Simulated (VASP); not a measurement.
# CoO (R-3m) in VASP: further runs

CoO is run at these levels: PBE; tasks: single point.

Program: VASP 6.6.1. These are calculated values, not measurements. Logs are shortened: lines on timing, memory, paths and dates and some standing lists are left out, and cuts for length are marked.

### Step 1. The cell of the first run

It takes space group R-3m (No. 166, trigonal). Conventional cell: a = 3.011 Å, b = 3.011 Å, c = 7.320 Å, α = 90.00°, β = 90.00°, γ = 120.00°. Within 2.8 Å of Co (site symmetry -3m) lie 6 O at 2.12 Å. Within 2.8 Å of O (site symmetry -3m) lie 6 Co at 2.12 Å.

### Step 2. Single point, PBE, collinear spin, ferromagnetic start

INCAR

```
PREC = Accurate
ENCUT = 520
EDIFF = 1E-7
ISMEAR = 0
SIGMA = 0.1
LREAL = False
LASPH = True
NELM = 150
ALGO = Normal
ISIF = 2
LWAVE = False
LCHARG = False
ISPIN = 2
MAGMOM = 3 1
LORBIT = 11
LMAXMIX = 4
GGA = PE
NBANDS = 18
```

KPOINTS

```
Automatic mesh
0
Gamma
  18 18 18
```

POSCAR

```
CoO
1.0
    1.5054695445      0.8691832468      2.4399269062
   -1.5054695445      0.8691832468      2.4399269062
    0.0000000000     -1.7383664936      2.4399269062
Co O
1 1
Direct
    0.0000000000      0.0000000000      0.0000000000
    0.5000000000      0.5000000000      0.5000000000
```

Potentials or basis: VASP PAW PBE potentials, release 64 (Co, O).

Launch:

```sh
$ cat potpaw_PBE.64/Co/POTCAR potpaw_PBE.64/O/POTCAR > POTCAR
$ mpirun -np 1 vasp_std > vasp.out
```

OUTCAR:

```text
PREC = Accurate
   ENCUT = 520
   EDIFF = 1E-7
   ISMEAR = 0
   LREAL = False
   LASPH = True
   NELM = 150
   ISIF = 2
   ISPIN = 2
   LORBIT = 11
   GGA = PE

 ion  position               nearest neighbor table
   1  0.000  0.000  0.000-   2 2.12   2 2.12   2 2.12   2 2.12   2 2.12   2 2.12
   2  0.500  0.500  0.500-   1 2.12   1 2.12   1 2.12   1 2.12   1 2.12   1 2.12

  LATTYP: Found a trigonal (rhomboedric) cell.
 ALAT       =     2.9958573687
 COS(alpha) =     0.4949531368

  Lattice vectors:

 A1 = (   1.5054695445,   0.8691832468,   2.4399269062)
 A2 = (  -1.5054695445,   0.8691832468,   2.4399269062)
 A3 = (   0.0000000000,  -1.7383664936,   2.4399269062)

Analysis of symmetry for initial positions (statically):
=====================================================================
 Subroutine PRICEL returns:
 Original cell was already a primitive cell.

 Routine SETGRP: Setting up the symmetry group for a
 trigonal (rhombohedral) supercell.

 Subroutine GETGRP returns: Found 12 space group operations
 (whereof 12 operations were pure point group operations)
 out of a pool of 12 trial point group operations.

The static configuration has the point symmetry D_3d.

Analysis of symmetry for dynamics (positions and initial velocities):
=====================================================================
 Subroutine PRICEL returns:
 Original cell was already a primitive cell.

 Routine SETGRP: Setting up the symmetry group for a
 trigonal (rhombohedral) supercell.

 Subroutine GETGRP returns: Found 12 space group operations
 (whereof 12 operations were pure point group operations)
 out of a pool of 12 trial point group operations.

The dynamic configuration has the point symmetry D_3d.

Analysis of structural, dynamic, and magnetic symmetry:
=====================================================================
 Subroutine PRICEL returns:
 Original cell was already a primitive cell.

 Routine SETGRP: Setting up the symmetry group for a
 trigonal (rhombohedral) supercell.

 Subroutine GETGRP returns: Found 12 space group operations
 (whereof 12 operations were pure point group operations)
 out of a pool of 12 trial point group operations.

The overall configuration has the point symmetry D_3d.

 Subroutine INISYM returns: Found 12 space group operations
 (whereof 12 operations are pure point group operations),
 and found     1 'primitive' translations

----------------------------------------------------------------------------------------

                                     Primitive cell
[... 108 lines left out ...]
   IALGO  =     38    algorithm
   IMIX   =      4    mixing-type and parameters
     AMIX     =   0.40;   BMIX     =  1.00
     AMIX_MAG =   1.60;   BMIX_MAG =  1.00
  volume/ion in A,a.u.               =       9.58        64.64
  Fermi-wavevector in a.u.,A,eV,Ry     =   1.508927  2.851458 30.978555  2.276860
  Thomas-Fermi vector in A             =   2.619316
   LORBIT       =     11    0 simple, 1 ext, 2 COOP (PROOUT), +10 PAW based schemes
   GGA     = PE    functional components
   LHFCALC =     F    Hartree Fock is set to
   AEXX    =    0.0000 exact exchange contribution
   IVDW    =     0    specifies the selected vdW correction
   LEPSILON=     F    determine dielectric tensor
   LRPA    =     F    only Hartree local field effects (RPA)
 spin polarized calculation
 Gauss-broadening in eV      SIGMA  =   0.10
  energy-cutoff  :      520.00
  volume of cell :       19.16
 maximum number of plane-waves:       534
   NGX = 11   NGY = 11   NGZ = 11

 number of electron      15.0000005 magnetization       2.8875373

 Free energy of the ion-electron system (eV)
  ---------------------------------------------------
  ext. energy  EPLUGINS =         0.00000000
  ---------------------------------------------------
  free energy    TOTEN  =       -13.05658186 eV

  energy without entropy =      -13.03478709  energy(sigma->0) =      -13.04568447

 E-fermi :   8.0266     XC(G=0): -12.4585

 val. band max:        8.0266122456   @ k =   0.5000   0.2778   0.1111
 cond. band min:       8.0268413666   @ k =   0.4444   0.0556   0.0000
 fundamental gap:      0.0002291211
 Fermi energy:         8.0266446479

 spin component 1

 k-point     1 :       0.0000    0.0000    0.0000
  band No.  band energies     occupation
      1     -12.2382      1.00000
      2       4.7660      1.00000
      3       4.7660      1.00000
      4       4.8630      1.00000
      5       4.8630      1.00000
      6       4.9115      1.00000
[... 493 lines left out ...]
     17      35.1455      0.00000
     18      37.0677      0.00000

 [... further k-points ...]

 spin component 2

 k-point     1 :       0.0000    0.0000    0.0000
  band No.  band energies     occupation
      1     -11.7436      1.00000
      2       5.4137      1.00000
      3       5.4137      1.00000
      4       5.4675      1.00000
      5       6.9048      1.00000
      6       6.9048      1.00000
[... 493 lines left out ...]
     17      35.6018      0.00000
     18      37.8263      0.00000

 [... further k-points ...]
[... 5 lines left out ...]
  --------------------------------------------------------------------------------------
  -------------------------------------------------------------------------------------
  Total       -0.0479222     -0.0479222     -0.1086696      0.0000000     -0.0000000      0.0000000
  in kB       -4.0080753     -4.0080753     -9.0888162      0.0000000     -0.0000000      0.0000000
  external PRESSURE =      -5.7016556 kB  Pullay stress =       0.0000000 kB

 VOLUME and BASIS-vectors are now :
 -----------------------------------------------------------------------------
  energy-cutoff  :      520.00
  volume of cell :       19.16
      direct lattice vectors                 reciprocal lattice vectors
     1.505469544  0.869183247  2.439926906     0.332122295  0.191750896  0.136616114
    -1.505469544  0.869183247  2.439926906    -0.332122295  0.191750896  0.136616114
     0.000000000 -1.738366494  2.439926906     0.000000000 -0.383501793  0.136616114

 POSITION                                       TOTAL-FORCE (eV/Angst)
 -----------------------------------------------------------------------------------
      0.00000      0.00000      0.00000        -0.000000      0.000000     -0.000000
      0.00000      0.00000      3.65989         0.000000     -0.000000      0.000000
 -----------------------------------------------------------------------------------
    total drift:                               -0.000000      0.000000     -0.000000

  FREE ENERGIE OF THE ION-ELECTRON SYSTEM (eV)
  ---------------------------------------------------
  free  energy   TOTEN  =       -13.0565818591 eV

  energy  without entropy=      -13.0347870865  energy(sigma->0) =      -13.04568447

 total charge

# of ion       s       p       d       tot
------------------------------------------
    1        0.296   0.362   7.150   7.808
    2        1.556   3.427   0.000   4.983
--------------------------------------------------
tot          1.852   3.789   7.150  12.791

 magnetization (x)

# of ion       s       p       d       tot
------------------------------------------
    1        0.021   0.018   2.506   2.544
    2        0.029   0.265   0.000   0.294
--------------------------------------------------
tot          0.049   0.283   2.506   2.838
```

stdout:

```text
POSCAR found type information on POSCAR CoO
 POSCAR found :  2 types and       2 ions
 scaLAPACK will be used
 LDA part: xc-table for (Slater+PW92), standard interpolation
 POSCAR, INCAR and KPOINTS ok, starting setup
 FFT: planning ... GRIDC
 FFT: planning ... GRID_SOFT
 FFT: planning ... GRID
 WAVECAR not read
 entering main loop
```

Run time: 9 min. Hardware: 1 thread of Intel Xeon Platinum 8375C at 2.90GHz (Ice Lake), shared host; peak memory 0.4 GiB.

Results:

```
Free energy                                           : -13.0566 eV
Pressure                                              : -0.6 GPa
Net moment                                            : 2.89 μB per cell
Site moments                                          : Co +2.54; O +0.29 μB
Valence electrons inside the program's atomic spheres : Co 7.81; O 4.98
```

Stress tensor (GPa, compression positive):
```
-0.40  0.00  0.00
 0.00 -0.40  0.00
 0.00  0.00 -0.91
```

Caveat: a cell with one magnetic atom can't hold antiferromagnetic order, which such compounds often take; semilocal functionals often make such compounds metallic where correlation or magnetic order opens a gap, which also shifts bond lengths. With open d or f shells a metallic result of PBE can be an artefact of self-interaction; +U or a hybrid may open a gap.

[end of part 1 of 2]
